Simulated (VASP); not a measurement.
# Be2H3 (P1) in VASP: single point with PBE

Aim: the single point of Be2H3 with PBE.

Program: VASP 6.6.1. These are calculated values, not measurements. Logs are shortened: lines on timing, memory, paths and dates and some standing lists are left out, and cuts for length are marked.

### 1 The cell of the first run

The typed cell holds 5 atoms: a = 4.929 Å, b = 4.856 Å, c = 2.993 Å, α = 87.35°, β = 75.08°, γ = 131.40°.

The cell was built from a structure type or drawn by symmetry, and may not be a known phase.

### 2 Single point, PBE

The input, INCAR:

```
SYSTEM = Be2H3
  ALGO = Normal
  EDIFF = 1E-7
  ENCUT = 520
  GGA = PE
  ISIF = 2
  ISMEAR = 0
  LASPH = .True.
  LCHARG = .True.
  LELF = .True.
  LREAL = .False.
  LVHAR = .True.
  LWAVE = .False.
  NBANDS = 12
  NELM = 100
  PREC = Accurate
  SIGMA = 0.1
```

The input, KPOINTS:

```
k-points
0
Gamma
  6 6 6
  0 0 0
```

The input, POSCAR:

```
Be2H3
1.0
    4.8848814654     -0.6381502451      0.1659246390
   -2.7307369927      3.9988986140      0.3653964035
    0.7328217203      0.4058117008      2.8734323432
Be H
2 3
Direct
    0.7314754096      0.7838940238      0.8795172181
    0.2086053127      0.2608236618      0.1416458926
    0.6053886637      0.4120526743      0.9614552962
    0.3447272819      0.6425435519      0.0545880529
    0.1001006391      0.1523288698      0.6957730142
```

Potentials or basis: VASP PAW PBE potentials, release 64 (Be, H).

Started as:

```
$ cat potpaw_PBE.64/Be/POTCAR potpaw_PBE.64/H/POTCAR > POTCAR
$ mpirun -np 1 vasp_std > vasp.out
```

OUTCAR:

```text
SYSTEM = Be2H3
   EDIFF = 1E-7
   ENCUT = 520
   GGA = PE
   ISIF = 2
   ISMEAR = 0
   LASPH = .True.
   LREAL = .False.
   NELM = 100
   PREC = Accurate

 ion  position               nearest neighbor table
   1  0.731  0.784  0.880-   5 1.38   4 1.45   3 1.45   2 1.96   2 2.33   2 2.33
   2  0.209  0.261  0.142-   4 1.47   3 1.48   5 1.55   5 1.55   1 1.96   1 2.33   1 2.33
   3  0.605  0.412  0.961-   1 1.45   2 1.48
   4  0.345  0.643  0.055-   1 1.45   2 1.47
   5  0.100  0.152  0.696-   1 1.38   2 1.55   2 1.55

  LATTYP: Found a triclinic cell.
 ALAT       =     4.0270671783
 B/A-ratio  =     1.0006171873
 C/A-ratio  =     1.5871155407
 COS(alpha) =     0.0069700778
 COS(beta)  =     0.5025660419
 COS(gamma) =     0.7239735023

  Lattice vectors:

 A1 = (  -2.1541444727,  -3.3607483689,  -0.5313210425)
 A2 = (  -1.4213227524,  -2.9549366681,   2.3421113007)
 A3 = (  -5.6177031857,   0.2323385443,  -3.0393569822)

Analysis of symmetry for initial positions (statically):
=====================================================================
 Subroutine PRICEL returns:
 Original cell was already a primitive cell.

 Routine SETGRP: Setting up the symmetry group for a
 triclinic supercell.

 Subroutine GETGRP returns: Found  1 space group operations
 (whereof  1 operations were pure point group operations)
 out of a pool of  2 trial point group operations.

The static configuration has the point symmetry C_1 .

Analysis of symmetry for dynamics (positions and initial velocities):
=====================================================================
 Subroutine PRICEL returns:
 Original cell was already a primitive cell.

 Routine SETGRP: Setting up the symmetry group for a
 triclinic supercell.

 Subroutine GETGRP returns: Found  1 space group operations
 (whereof  1 operations were pure point group operations)
 out of a pool of  2 trial point group operations.

The dynamic configuration has the point symmetry C_1 .

 Subroutine INISYM returns: Found  1 space group operations
 (whereof  1 operations are pure point group operations),
 and found     1 'primitive' translations

----------------------------------------------------------------------------------------

                                     Primitive cell

  volume of cell :      49.5574

  direct lattice vectors                    reciprocal lattice vectors
     4.884881465 -0.638150245  0.165924639     0.228871552  0.163736515 -0.081494258
    -2.730736993  3.998898614  0.365396404     0.038359864  0.280781054 -0.049437454
     0.732821720  0.405811701  2.873432343    -0.018094035 -0.045160037  0.359008339

  length of vectors
     4.929181844  4.856091966  2.993045980     0.292972947  0.287669153  0.362289678

  position of ions in fractional coordinates (direct lattice)
     0.731475410  0.783894024  0.879517218
     0.208605313  0.260823662  0.141645893
     0.605388664  0.412052674  0.961455296
     0.344727282  0.642543552  0.054588053
     0.100100639  0.152328870  0.695773014

  ion indices of the primitive-cell ions
   primitive index   ion index
                 1           1
                 2           2
                 3           3
                 4           4
                 5           5

----------------------------------------------------------------------------------------

 KPOINTS: k-points

Automatic generation of k-mesh.
 Grid dimensions read from file:
 generate k-points for:    6    6    6

 Generating k-lattice:

  Cartesian coordinates                     Fractional coordinates (reciprocal lattice)
     0.038145259  0.027289419 -0.013582376     0.166666667  0.000000000 -0.000000000
     0.006393311  0.046796842 -0.008239576    -0.000000000  0.166666667  0.000000000
    -0.003015673 -0.007526673  0.059834723    -0.000000000 -0.000000000  0.166666667

  Length of vectors
     0.048828825  0.047944859  0.060381613

  Shift w.r.t. Gamma in fractional coordinates (k-lattice)
     0.000000000  0.000000000  0.000000000

 Subroutine IBZKPT returns following result:
 ===========================================

 Found    112 irreducible k-points:

 Following reciprocal coordinates:
            Coordinates               Weight
  0.000000  0.000000  0.000000      1.000000
  0.166667 -0.000000  0.000000      2.000000
  0.333333 -0.000000  0.000000      2.000000
  0.500000  0.000000 -0.000000      1.000000
  0.000000  0.166667 -0.000000      2.000000
  0.166667  0.166667 -0.000000      2.000000
[... 16 lines left out ...]
  0.333333 -0.000000  0.166667      2.000000
  0.500000  0.000000  0.166667      2.000000
 [... further k-points ...]
   k-points           NKPTS =    112   k-points in BZ     NKDIM =    112   number of bands    NBANDS=     12
   number of dos      NEDOS =    301   number of ions     NIONS =      5
   total plane-waves  NPLWV =  34560
   dimension x,y,z NGX =    40 NGY =   36 NGZ =   24
   dimension x,y,z NGXF=    80 NGYF=   72 NGZF=   48
   ions per type =               2   3
   NGX,Y,Z   is equivalent  to a cutoff of  13.49, 12.32, 13.33 a.u.
   NGXF,Y,Z  is equivalent  to a cutoff of  26.98, 24.65, 26.66 a.u.
 SYSTEM =  Be2H3
   PREC   = accura    normal or accurate (medium, high low for compatibility)
   ISTART =      0    job   : 0-new  1-cont  2-samecut
   ICHARG =      2    charge: 1-file 2-atom 10-const
   ISPIN  =      1    spin polarized calculation?
   LNONCOLLINEAR =      F non collinear calculations
   LSORBIT =      F    spin-orbit coupling
   LASPH  =      T    aspherical Exc in radial PAW
   ENCUT  =  520.0 eV  38.22 Ry    6.18 a.u.   9.17  9.03  5.57*2*pi/ulx,y,z
   NELM   =    100;   NELMIN=  2; NELMDL= -5     # of ELM steps
   EDIFF  = 0.1E-06   stopping-criterion for ELM
   LREAL  =      F    real-space projection
   EDIFFG = 0.1E-05   stopping-criterion for IOM
   NSW    =      0    number of steps for IOM
   IBRION =     -1    ionic relax: 0-MD 1-quasi-New 2-CG
   NFREE  =      0    steps in history (QN), initial steepest desc. (CG)
   ISIF   =      2    stress and relaxation
   ISYM   =      2    0-nonsym 1-usesym 2-fastsym
   POTIM  = 0.5000    time-step for ionic-motion
   TEBEG  =    0.0;   TEEND  =   0.0 temperature during run
   PSTRESS=    0.0 pullay stress
   NELECT =       7.0000    total number of electrons
   NUPDOWN=      -1.0000    fix difference up-down
   EMIN   =  10.00;   EMAX   =-10.00  energy-range for DOS
   EFERMI =   0.00;   METHOD = LEGACY
   ISMEAR =     0;   SIGMA  =   0.10  broadening in eV -4-tet -1-fermi 0-gaus
   EFERMI_NEDOS =   21; number of points for ismear=-14 and -15
   IALGO  =     38    algorithm
   IMIX   =      4    mixing-type and parameters
     AMIX     =   0.40;   BMIX     =  1.00
     AMIX_MAG =   1.60;   BMIX_MAG =  1.00
  volume/ion in A,a.u.               =       9.91        66.89
  Fermi-wavevector in a.u.,A,eV,Ry     =   0.852586  1.611153  9.890104  0.726902
  Thomas-Fermi vector in A             =   1.968896
   LORBIT       =      0    0 simple, 1 ext, 2 COOP (PROOUT), +10 PAW based schemes
   GGA     = PE    functional components
   LHFCALC =     F    Hartree Fock is set to
   AEXX    =    0.0000 exact exchange contribution
   IVDW    =     0    specifies the selected vdW correction
   LEPSILON=     F    determine dielectric tensor
   LRPA    =     F    only Hartree local field effects (RPA)
 non-spin polarized calculation
 Gauss-broadening in eV      SIGMA  =   0.10
  energy-cutoff  :      520.00
  volume of cell :       49.56
 maximum number of plane-waves:      1354
 NGX is ok and might be reduce to    40
   NGX = 19   NGY = 19   NGZ = 11

 number of electron       7.0000000 magnetization

 Free energy of the ion-electron system (eV)
  ---------------------------------------------------
  ext. energy  EPLUGINS =         0.00000000
  ---------------------------------------------------
  free energy    TOTEN  =       -16.78601756 eV

  energy without entropy =      -16.78601716  energy(sigma->0) =      -16.78601736

 E-fermi :   1.0113     XC(G=0):  -7.4052

 val. band max:        0.7089404926   @ k =   0.5000  -0.3333   0.3333
 cond. band min:       1.3057543290   @ k =  -0.3333  -0.0000   0.1667
 fundamental gap:      0.5968138364
 Fermi energy:         1.0112555955

 k-point     1 :       0.0000    0.0000    0.0000
  band No.  band energies     occupation
      1      -9.1418      2.00000
      2      -4.4130      2.00000
      3      -3.7246      2.00000
      4       2.9081      0.00000
      5       4.9152      0.00000
      6       6.3894      0.00000
      7       6.4247      0.00000
      8       6.9115      0.00000
      9       7.9653      0.00000
     10      10.2542      0.00000
     11      11.6195      0.00000
     12      16.5131      0.00000

 k-point     2 :       0.1667   -0.0000    0.0000
  band No.  band energies     occupation
      1      -8.9468      2.00000
      2      -4.8326      2.00000
      3      -3.6960      2.00000
      4       3.1384      0.00000
      5       3.9639      0.00000
      6       5.6173      0.00000
      7       5.6876      0.00000
      8       9.2476      0.00000
      9       9.7109      0.00000
     10      10.0538      0.00000
     11      12.2804      0.00000
     12      14.6135      0.00000
[... 301 lines left out ...]
 k-point    23 :       0.3333   -0.0000    0.1667
  band No.  band energies     occupation
      1      -8.4059      2.00000
      2      -5.1746      2.00000
      3      -3.4827      2.00000
      4       1.7656      0.00000
      5       3.2124      0.00000
      6       5.3156      0.00000
      7       7.3906      0.00000
      8       8.0752      0.00000
      9      10.9820      0.00000
     10      11.6110      0.00000
     11      11.7456      0.00000
     12      13.5813      0.00000

 k-point    24 :       0.5000    0.0000    0.1667
  band No.  band energies     occupation
      1      -7.8634      2.00000
      2      -5.9576      2.00000
      3      -3.4057      2.00000
      4       1.3248      0.00001
      5       2.0276      0.00000
      6       6.7619      0.00000
      7       8.3099      0.00000
      8       9.2065      0.00000
      9      10.5923      0.00000
     10      11.7443      0.00000
     11      12.3423      0.00000
     12      14.0377      0.00000

 [... further k-points ...]

------------------------ aborting loop because EDIFF is reached ----------------------------------------

  FORCE on cell =-STRESS in cart. coord.  units (eV):
  Direction    XX          YY          ZZ          XY          YZ          ZX
  --------------------------------------------------------------------------------------
  -------------------------------------------------------------------------------------
  Total        0.0582885      0.0377125     -0.0550295     -0.0274155      0.0035519     -0.0171742
  in kB        1.8844516      1.2192359     -1.7790869     -0.8863353      0.1148311     -0.5552376
  external PRESSURE =       0.4415335 kB  Pullay stress =       0.0000000 kB

 VOLUME and BASIS-vectors are now :
 -----------------------------------------------------------------------------
  energy-cutoff  :      520.00
  volume of cell :       49.56
      direct lattice vectors                 reciprocal lattice vectors
     4.884881465 -0.638150245  0.165924639     0.228871552  0.163736515 -0.081494258
    -2.730736993  3.998898614  0.365396404     0.038359864  0.280781054 -0.049437454
     0.732821720  0.405811701  2.873432343    -0.018094035 -0.045160037  0.359008339

 POSITION                                       TOTAL-FORCE (eV/Angst)
 -----------------------------------------------------------------------------------
      2.07709      3.02484      2.93504         0.010165      0.016792     -0.004484
      0.41057      0.96737      0.53693        -0.012159     -0.018294      0.003414
      2.53662      1.65160      3.01369         0.028349     -0.020403     -0.004468
     -0.03066      2.37163      0.44884        -0.030011      0.017363      0.005977
      0.58289      0.82762      2.07153         0.003655      0.004542     -0.000440
 -----------------------------------------------------------------------------------
    total drift:                               -0.000002      0.000028     -0.000009

  FREE ENERGIE OF THE ION-ELECTRON SYSTEM (eV)
  ---------------------------------------------------
  free  energy   TOTEN  =       -16.7860175637 eV

  energy  without entropy=      -16.7860171641  energy(sigma->0) =      -16.78601736
```

Run time: 44 s. Hardware: 1 thread of Intel Xeon Platinum 8488C (Sapphire Rapids), shared host; peak memory 0.2 GiB.

What came out:

| Item | Value |
| --- | --- |
| Free energy | -16.7860 eV |
| Pressure | 0.0 GPa |
| Largest force | 0.035 eV/Å |
| Band gap on the k mesh | zero (an odd number of electrons rules out a gap without spin polarisation) |

Forces in eV/Å, atoms in the order of the input:
```
Be   0.010  0.017 -0.004
Be  -0.012 -0.018  0.003
H    0.028 -0.020 -0.004
H   -0.030  0.017  0.006
H    0.004  0.005  0.000
```

Caveat: the k points lie up to 0.38 Å⁻¹ apart, too coarse for converged energies and pressures of a metal.
